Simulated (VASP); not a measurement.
# MoP (P-6m2) in VASP: further runs

The runs below take MoP through single point, relaxation of shape and atoms at fixed volume, with PBE.

Everything below comes from runs of VASP 6.6.1. Logs are shortened: lines on timing, memory, paths and dates and some standing lists are left out, and cuts for length are marked.

## (1) The cell of the first run

Symmetry: P-6m2, No. 187, hexagonal system. The conventional cell has a = 3.201 Å, b = 3.201 Å, c = 3.177 Å, α = 90.00°, β = 90.00°, γ = 120.00°. Within 3.3 Å of Mo (site symmetry -6m2) lie 6 P at 2.44 Å and 8 Mo at 3.18 to 3.20 Å. Within 3.3 Å of P (site symmetry -6m2) lie 6 Mo at 2.44 Å and 8 P at 3.18 to 3.20 Å.

## (2) Single point, PBE (14.10 Å³/atom)

File INCAR:

```
PREC = Accurate
ENCUT = 500
EDIFF = 1E-6
ISMEAR = 0
SIGMA = 0.1
LREAL = F
LASPH = T
NELM = 120
ALGO = Normal
ISIF = 2
LWAVE = F
LCHARG = T
GGA = PE
LELF = T
LVHAR = T
NBANDS = 16
GGA_COMPAT = F
```

File KPOINTS:

```
Automatic mesh
0
Gamma
  18 18 14
```

File POSCAR:

```
MoP
1.0
    3.2011767120      0.0000000000      0.0000000000
   -1.6005883560      2.7723003546      0.0000000000
    0.0000000000      0.0000000000      3.1770476100
Mo P
1 1
Direct
    0.0000000000      0.0000000000      0.0000000000
    0.3333333333      0.6666666667      0.5000000000
```

Potentials or basis: VASP PAW PBE potentials, release 64 (Mo_sv, P).

Command:

```console
$ cat potpaw_PBE.64/Mo_sv/POTCAR potpaw_PBE.64/P/POTCAR > POTCAR
$ mpirun -np 1 vasp_std > vasp.out
```

OUTCAR:

```text
PREC = Accurate
   ENCUT = 500
   EDIFF = 1E-6
   ISMEAR = 0
   LREAL = F
   LASPH = T
   NELM = 120
   ISIF = 2
   GGA = PE

 ion  position               nearest neighbor table
   1  0.000  0.000  0.000-   2 2.44   2 2.44   2 2.44   2 2.44   2 2.44   2 2.44
   2  0.333  0.667  0.500-   1 2.44   1 2.44   1 2.44   1 2.44   1 2.44   1 2.44

  LATTYP: Found a hexagonal cell.
 ALAT       =     3.2011767120
 C/A-ratio  =     0.9924624274

  Lattice vectors:

 A1 = (   3.2011767120,   0.0000000000,   0.0000000000)
 A2 = (  -1.6005883560,   2.7723003546,   0.0000000000)
 A3 = (   0.0000000000,   0.0000000000,   3.1770476100)

Analysis of symmetry for initial positions (statically):
=====================================================================
 Subroutine PRICEL returns:
 Original cell was already a primitive cell.

 Routine SETGRP: Setting up the symmetry group for a
 hexagonal supercell.

 Subroutine GETGRP returns: Found 12 space group operations
 (whereof 12 operations were pure point group operations)
 out of a pool of 24 trial point group operations.

The static configuration has the point symmetry D_3h.

Analysis of symmetry for dynamics (positions and initial velocities):
=====================================================================
 Subroutine PRICEL returns:
 Original cell was already a primitive cell.

 Routine SETGRP: Setting up the symmetry group for a
 hexagonal supercell.

 Subroutine GETGRP returns: Found 12 space group operations
 (whereof 12 operations were pure point group operations)
 out of a pool of 24 trial point group operations.

The dynamic configuration has the point symmetry D_3h.

 Subroutine INISYM returns: Found 12 space group operations
 (whereof 12 operations are pure point group operations),
 and found     1 'primitive' translations

----------------------------------------------------------------------------------------

                                     Primitive cell

  volume of cell :      28.1951

  direct lattice vectors                    reciprocal lattice vectors
     3.201176712  0.000000000  0.000000000     0.312385129  0.180355638  0.000000000
    -1.600588356  2.772300355  0.000000000     0.000000000  0.360711277  0.000000000
     0.000000000  0.000000000  3.177047610     0.000000000  0.000000000  0.314757638

  length of vectors
[... 81 lines left out ...]
   NELM   =    120;   NELMIN=  2; NELMDL= -5     # of ELM steps
   EDIFF  = 0.1E-05   stopping-criterion for ELM
   LREAL  =      F    real-space projection
   EDIFFG = 0.1E-04   stopping-criterion for IOM
   NSW    =      0    number of steps for IOM
   IBRION =     -1    ionic relax: 0-MD 1-quasi-New 2-CG
   NFREE  =      0    steps in history (QN), initial steepest desc. (CG)
   ISIF   =      2    stress and relaxation
   ISYM   =      2    0-nonsym 1-usesym 2-fastsym
   POTIM  = 0.5000    time-step for ionic-motion
   TEBEG  =    0.0;   TEEND  =   0.0 temperature during run
   PSTRESS=    0.0 pullay stress
   NELECT =      19.0000    total number of electrons
   NUPDOWN=      -1.0000    fix difference up-down
   EMIN   =  10.00;   EMAX   =-10.00  energy-range for DOS
   EFERMI =   0.00;   METHOD = LEGACY
   ISMEAR =     0;   SIGMA  =   0.10  broadening in eV -4-tet -1-fermi 0-gaus
   EFERMI_NEDOS =   21; number of points for ismear=-14 and -15
   IALGO  =     38    algorithm
   IMIX   =      4    mixing-type and parameters
     AMIX     =   0.40;   BMIX     =  1.00
     AMIX_MAG =   1.60;   BMIX_MAG =  1.00
  volume/ion in A,a.u.               =      14.10        95.13
  Fermi-wavevector in a.u.,A,eV,Ry     =   1.435274  2.712275 28.028157  2.060011
  Thomas-Fermi vector in A             =   2.554591
   LORBIT       =      0    0 simple, 1 ext, 2 COOP (PROOUT), +10 PAW based schemes
   GGA     = PE    functional components
   LHFCALC =     F    Hartree Fock is set to
   AEXX    =    0.0000 exact exchange contribution
   IVDW    =     0    specifies the selected vdW correction
   LEPSILON=     F    determine dielectric tensor
   LRPA    =     F    only Hartree local field effects (RPA)
 non-spin polarized calculation
 Gauss-broadening in eV      SIGMA  =   0.10
  energy-cutoff  :      500.00
  volume of cell :       28.20
 maximum number of plane-waves:       732
 NGX is ok and might be reduce to    24
   NGX = 11   NGY = 11   NGZ = 11

 number of electron      18.9999998 magnetization

 Free energy of the ion-electron system (eV)
  ---------------------------------------------------
  ext. energy  EPLUGINS =         0.00000000
  ---------------------------------------------------
  free energy    TOTEN  =       -17.65078106 eV

  energy without entropy =      -17.64643471  energy(sigma->0) =      -17.64860789

 E-fermi :  12.1874     XC(G=0): -12.6911

 val. band max:       12.1860553411   @ k =   0.3333   0.2778   0.0714
 cond. band min:      12.2240979481   @ k =   0.2778   0.0556   0.3571
 fundamental gap:      0.0380426070
 Fermi energy:        12.1873514268

 k-point     1 :       0.0000    0.0000    0.0000
  band No.  band energies     occupation
      1     -48.9809      2.00000
      2     -23.1397      2.00000
      3     -22.9235      2.00000
      4     -22.9235      2.00000
      5      -1.8493      2.00000
      6       7.9103      2.00000
[... 433 lines left out ...]
      3     -23.0892      2.00000
      4     -23.0328      2.00000
      5       0.8264      2.00000
      6       5.0951      2.00000
[... 8 lines left out ...]
     15      21.5532      0.00000
     16      23.8480      0.00000

 [... further k-points ...]

------------------------ aborting loop because EDIFF is reached ----------------------------------------

  FORCE on cell =-STRESS in cart. coord.  units (eV):
  Direction    XX          YY          ZZ          XY          YZ          ZX
  --------------------------------------------------------------------------------------
  -------------------------------------------------------------------------------------
  Total        1.2508621      1.2508621      1.2496672      0.0000000      0.0000000      0.0000000
  in kB       71.0798264     71.0798264     71.0119273      0.0000000      0.0000000      0.0000000
  external PRESSURE =      71.0571934 kB  Pullay stress =       0.0000000 kB

 VOLUME and BASIS-vectors are now :
 -----------------------------------------------------------------------------
  energy-cutoff  :      500.00
  volume of cell :       28.20
      direct lattice vectors                 reciprocal lattice vectors
     3.201176712  0.000000000  0.000000000     0.312385129  0.180355638  0.000000000
    -1.600588356  2.772300355  0.000000000     0.000000000  0.360711277  0.000000000
     0.000000000  0.000000000  3.177047610     0.000000000  0.000000000  0.314757638

 POSITION                                       TOTAL-FORCE (eV/Angst)
 -----------------------------------------------------------------------------------
      0.00000      0.00000      0.00000        -0.000000      0.000000      0.000000
     -0.00000      1.84820      1.58852         0.000000     -0.000000      0.000000
 -----------------------------------------------------------------------------------
    total drift:                               -0.000000      0.000000      0.000000

  FREE ENERGIE OF THE ION-ELECTRON SYSTEM (eV)
  ---------------------------------------------------
  free  energy   TOTEN  =       -17.6507810639 eV

  energy  without entropy=      -17.6464347075  energy(sigma->0) =      -17.64860789
```

It took 30 s on 1 thread of Intel Xeon Platinum 8559C (Emerald Rapids), shared host; peak memory 0.23 GiB.

What came out:

| Item | Value |
| --- | --- |
| Free energy | -17.6508 eV |
| Pressure | 7.1 GPa |
| Band gap on the k mesh | zero (an odd number of electrons rules out a gap without spin polarisation) |

Caveat: the cell stands under pressure.

## (3) Relaxation of shape and atoms at fixed volume, PBE (13.66 Å³/atom)

This run uses another cell than the first one, of 13.66 Å³/atom.

File INCAR:

```
SYSTEM = MoP
PREC = Accurate
ENCUT = 500
EDIFF = 1E-7
ISMEAR = 0
SIGMA = 0.1
LREAL = .False.
LASPH = .True.
NELM = 120
ALGO = Normal
ISIF = 4
LWAVE = .False.
LCHARG = .False.
GGA = PE
IBRION = 2
NSW = 50
EDIFFG = -0.01
GGA_COMPAT = .False.
NELMIN = 4
```

File KPOINTS:

```
Automatic mesh
0
Gamma
  18 18 14
  0 0 0
```

File POSCAR:

```
MoP
1.0
    3.1678286962      0.0000000000      0.0000000000
   -1.5839143481      2.7434201257      0.0000000000
    0.0000000000      0.0000000000      3.1439509572
Mo P
1 1
Direct
    0.0000000000      0.0000000000      0.0000000000
    0.3333333333      0.6666666667      0.5000000000
```

Potentials or basis: VASP PAW PBE potentials, release 64 (Mo_sv, P).

Command:

```console
$ cat potpaw_PBE.64/Mo_sv/POTCAR potpaw_PBE.64/P/POTCAR > POTCAR
$ mpirun -np 1 vasp_std > vasp.out
```

It took 54 s on 1 thread of Intel Xeon Platinum 8559C (Emerald Rapids), shared host; peak memory 0.22 GiB.

The run converged. Its results:

```
Free energy               : -17.5900 eV
Energy gained by relaxing : 0.4 meV/atom
Ionic steps               : 3
Pressure after relaxing   : 15.3 GPa
Band gap on the k mesh    : zero (an odd number of electrons rules out a gap without spin polarisation)
```

Step by step:
| step | energy change (eV) | largest force (eV/Å) | pressure (GPa) | volume (Å³) |
| --- | --- | --- | --- | --- |
| 1 | 0.0000 | 0.0000 | 15.65 | 27.32 |
| 2 | -0.0007 | 0.0000 | 15.27 | 27.32 |
| 3 | -0.0008 | 0.0000 | 15.35 | 27.32 |

Final structure:
```
CELL_PARAMETERS angstrom
3.16075 0.00000 0.00000
-1.58037 2.73729 0.00000
0.00000 0.00000 3.15805
ATOMIC_POSITIONS crystal
Mo 0.00000 0.00000 0.00000
P 0.33333 0.66667 0.50000
```

Levels at points of the mesh, in eV from the Fermi level:
| k point | band 6 | band 7 | band 8 | band 9 | band 10 | band 11 | band 12 | band 13 |
| --- | --- | --- | --- | --- | --- | --- | --- | --- |
| (0.00, 0.00, 0.00) | -4.49 | -3.42 | -3.42 | -0.76 | 0.30 | 0.30 | 4.38 | 4.38 |
| (0.50, 0.00, 0.00) | -7.53 | -4.21 | -4.02 | -1.20 | -0.48 | 1.88 | 2.65 | 4.80 |
| (0.00, 0.00, 0.50) | -8.12 | -2.79 | -2.79 | -1.80 | -1.80 | 1.34 | 3.07 | 3.07 |
| (0.50, 0.00, 0.50) | -6.37 | -5.47 | -4.60 | -1.08 | 1.60 | 1.96 | 3.82 | 5.42 |

## (4) Relaxation of shape and atoms at fixed volume, PBE (14.10 Å³/atom)

File INCAR:

```
PREC = Accurate ; ENCUT = 500
EDIFF = 1E-7 ; ISMEAR = 0
SIGMA = 0.1 ; LREAL = F
LASPH = T ; NELM = 120
ALGO = Normal ; ISIF = 4
LWAVE = F ; LCHARG = F
GGA = PE ; IBRION = 2
NSW = 50 ; EDIFFG = -0.01
GGA_COMPAT = F ; NELMIN = 4
```

File KPOINTS:

```
regular mesh
0
Gamma
  18 18 14
```

File POSCAR:

```
MoP
1.0
    3.2083030608      0.0000000000      0.0000000000
   -1.6041515304      2.7784719537      0.0000000000
    0.0000000000      0.0000000000      3.1629494378
Mo P
1 1
Direct
    0.0000000000      0.0000000000      0.0000000000
    0.3333333333      0.6666666667      0.5000000000
```

Command:

```console
$ cat potpaw_PBE.64/Mo_sv/POTCAR potpaw_PBE.64/P/POTCAR > POTCAR
$ mpirun -np 1 vasp_std > vasp.out
```

Wall time 52 s (1 thread of Intel Xeon Platinum 8559C (Emerald Rapids), shared host); peak memory 0.22 GiB.

The run converged. Its results:

- Free energy: -17.6508 eV
- Energy gained by relaxing: 0.4 meV/atom
- Ionic steps: 3
- Pressure after relaxing: 7.1 GPa
- Band gap on the k mesh: zero (an odd number of electrons rules out a gap without spin polarisation)

The path:
| step | energy change (eV) | largest force (eV/Å) | pressure (GPa) | volume (Å³) |
| --- | --- | --- | --- | --- |
| 1 | 0.0000 | 0.0000 | 7.39 | 28.20 |
| 2 | -0.0007 | 0.0000 | 7.05 | 28.20 |
| 3 | -0.0007 | 0.0000 | 7.12 | 28.20 |

Final structure:
```cif
data_structure
_symmetry_space_group_name_H-M 'P 1'
_symmetry_Int_Tables_number 1
_cell_length_a 3.2012
_cell_length_b 3.2012
_cell_length_c 3.1770
_cell_angle_alpha 90.000
_cell_angle_beta 90.000
_cell_angle_gamma 120.000
_cell_volume 28.20
loop_
_atom_site_label
_atom_site_type_symbol
_atom_site_fract_x
_atom_site_fract_y
_atom_site_fract_z
_atom_site_occupancy
Mo1 Mo 0.00000 0.00000 0.00000 1
P1 P 0.33333 0.66667 0.50000 1
```

Levels at points of the mesh, in eV from the Fermi level:
```
           k point  band 6  band 7  band 8  band 9  band 10  band 11  band 12  band 13
(0.00, 0.00, 0.00)   -4.28   -3.34   -3.34   -0.70     0.30     0.30     4.23     4.23
(0.50, 0.00, 0.00)   -7.34   -4.02   -3.82   -1.24    -0.43     1.78     2.47     4.72
(0.00, 0.00, 0.50)   -7.93   -2.74   -2.74   -1.71    -1.71     1.37     2.99     2.99
(0.50, 0.00, 0.50)   -6.21   -5.33   -4.49   -1.04     1.50     1.91     3.67     5.20
```

## (5) Relaxation of shape and atoms at fixed volume, PBE (14.97 Å³/atom)

This run uses another cell than the first one, of 14.97 Å³/atom.

File INCAR:

```
PREC = Accurate ; ENCUT = 500
EDIFF = 1E-7 ; ISMEAR = 0
SIGMA = 0.1 ; LREAL = False
LASPH = True ; NELM = 120
ALGO = Normal ; ISIF = 4
LWAVE = False ; LCHARG = False
GGA = PE ; IBRION = 2
NSW = 50 ; EDIFFG = -0.01
GGA_COMPAT = False ; NELMIN = 4
```

File KPOINTS:

```
Automatic mesh
0
Gamma
  18 18 14
```

File POSCAR:

```
MoP
1.0
    3.2731347312      0.0000000000      0.0000000000
   -1.6365673656      2.8346178273      0.0000000000
    0.0000000000      0.0000000000      3.2268646265
Mo P
1 1
Direct
    0.0000000000      0.0000000000      0.0000000000
    0.3333333333      0.6666666667      0.5000000000
```

Command:

```console
$ cat potpaw_PBE.64/Mo_sv/POTCAR potpaw_PBE.64/P/POTCAR > POTCAR
$ mpirun -np 1 vasp_std > vasp.out
```

Wall time 55 s (1 thread of Intel Xeon Platinum 8559C (Emerald Rapids), shared host); peak memory 0.23 GiB.

The run converged. Its results:

```
Free energy               : -17.6545 eV
Energy gained by relaxing : 0.3 meV/atom
Ionic steps               : 3
Pressure after relaxing   : -5.8 GPa
Band gap on the k mesh    : zero (an odd number of electrons rules out a gap without spin polarisation)
```

The path:
```tsv
step	energy change (eV)	largest force (eV/Å)	pressure (GPa)	volume (Å³)
1	0.0000	0.0000	-6.06	29.94
2	-0.0006	0.0000	-5.82	29.94
3	-0.0006	0.0000	-5.85	29.94
```

Final structure:
```yaml
crystal:
  lattice:
    - [3.27982, 0.00000, 0.00000]
    - [-1.63991, 2.84041, 0.00000]
    - [0.00000, 0.00000, 3.21372]
  atoms:
    - { symbol: Mo, position: [0.00000, 0.00000, 0.00000] }
    - { symbol: P, position: [0.33333, 0.66667, 0.50000] }
```

Levels at points of the mesh, in eV from the Fermi level:
```
           k point  band 7  band 8  band 9  band 10  band 11  band 12  band 13
(0.00, 0.00, 0.00)   -3.20   -3.20   -0.60     0.29     0.29     3.96     3.96
(0.50, 0.00, 0.00)   -3.67   -3.48   -1.31    -0.35     1.61     2.15     4.56
(0.00, 0.00, 0.50)   -2.65   -2.65   -1.56    -1.56     1.39     2.84     2.84
(0.50, 0.00, 0.50)   -5.08   -4.27   -0.96     1.32     1.81     3.36     4.82
```

## (6) Relaxation of shape and atoms at fixed volume, PBE (15.41 Å³/atom)

This run uses another cell than the first one, of 15.41 Å³/atom.

File INCAR:

```
ALGO     = Normal         # electronic algorithm
EDIFF    = 1E-7           # SCF threshold, eV
EDIFFG   = -0.01          # ionic threshold
ENCUT    = 500            # plane-wave cutoff, eV
GGA      = PE             # functional
GGA_COMPAT= False        
IBRION   = 2              # ionic algorithm
ISIF     = 4              # what is computed and relaxed
ISMEAR   = 0              # smearing method
LASPH    = True           # aspherical terms in the spheres
LCHARG   = False          # write CHGCAR
LREAL    = False          # projectors in reciprocal space
LWAVE    = False          # write WAVECAR
NELM     = 120            # most SCF steps
NELMIN   = 4            
NSW      = 50             # ionic steps
PREC     = Accurate       # precision mode
SIGMA    = 0.1            # smearing width, eV
```

File KPOINTS:

```
k-points
0
Gamma
  18 18 14
```

File POSCAR:

```
MoP
1.0
    3.3112788065      0.0000000000      0.0000000000
   -1.6556394033      2.8676515655      0.0000000000
    0.0000000000      0.0000000000      3.2447829608
Mo P
1 1
Direct
    0.0000000000      0.0000000000      0.0000000000
    0.3333333333      0.6666666667      0.5000000000
```

Potentials or basis: VASP PAW PBE potentials, release 64 (Mo_sv, P).

Command:

```console
$ cat potpaw_PBE.64/Mo_sv/POTCAR potpaw_PBE.64/P/POTCAR > POTCAR
$ mpirun -np 1 vasp_std > vasp.out
```

Run time: 52 s. Hardware: 1 thread of Intel Xeon Platinum 8559C (Emerald Rapids), shared host; peak memory 0.23 GiB.

The run converged. Its results:

| Quantity | Value |
| --- | --- |
| Free energy | -17.6087 eV |
| Energy gained by relaxing | 0.3 meV/atom |
| Ionic steps | 3 |
| Pressure after relaxing | -10.9 GPa |
| Band gap on the k mesh | zero (an odd number of electrons rules out a gap without spin polarisation) |

The path:
```
step  energy change (eV)  largest force (eV/Å)  pressure (GPa)  volume (Å³)
   1              0.0000                0.0000          -11.11        30.81
   2             -0.0005                0.0000          -10.89        30.81
   3             -0.0006                0.0000          -10.92        30.81
```

Final structure:
```
CELL_PARAMETERS angstrom
3.31786 0.00000 0.00000
-1.65893 2.87335 0.00000
0.00000 0.00000 3.23192
ATOMIC_POSITIONS crystal
Mo 0.00000 0.00000 0.00000
P 0.33333 0.66667 0.50000
```

Levels at points of the mesh, in eV from the Fermi level:
```tsv
k point	band 6	band 7	band 8	band 9	band 10	band 11	band 12	band 13
(0.00, 0.00, 0.00)	-3.73	-3.13	-3.13	-0.56	0.28	0.28	3.83	3.83
(0.50, 0.00, 0.00)	-6.81	-3.51	-3.32	-1.34	-0.31	1.53	2.01	4.47
(0.00, 0.00, 0.50)	-7.41	-2.60	-2.60	-1.49	-1.49	1.39	2.77	2.77
(0.50, 0.00, 0.50)	-5.79	-4.95	-4.17	-0.92	1.24	1.75	3.21	4.66
```

## (7) Summary

```csv
task,cell,gap on the mesh (eV),pressure (GPa)
single point,"a = 3.201, b = 3.201, c = 3.177 Å, angles 90.0, 90.0, 120.0°, 2 atoms",none,7.1
relaxation of shape and atoms at fixed volume,"relaxed from a = 3.168, b = 3.168, c = 3.144 Å, angles 90.0, 90.0, 120.0°, 2 atoms",none,15.3
relaxation of shape and atoms at fixed volume,"relaxed from a = 3.208, b = 3.208, c = 3.163 Å, angles 90.0, 90.0, 120.0°, 2 atoms",none,7.1
relaxation of shape and atoms at fixed volume,"relaxed from a = 3.273, b = 3.273, c = 3.227 Å, angles 90.0, 90.0, 120.0°, 2 atoms",none,-5.8
relaxation of shape and atoms at fixed volume,"relaxed from a = 3.311, b = 3.311, c = 3.245 Å, angles 90.0, 90.0, 120.0°, 2 atoms",none,-10.9
```

Alike in all rows: level PBE; potentials or basis VASP PAW PBE potentials, release 64 (Mo_sv, P); no spin polarisation; k mesh 18 × 18 × 14; cutoff (eV) 500; smearing gaussian 0.1 eV.

Caveats: the cell stands under pressure (at least some runs).

Absolute energies hang on the potentials; compare differences alone.
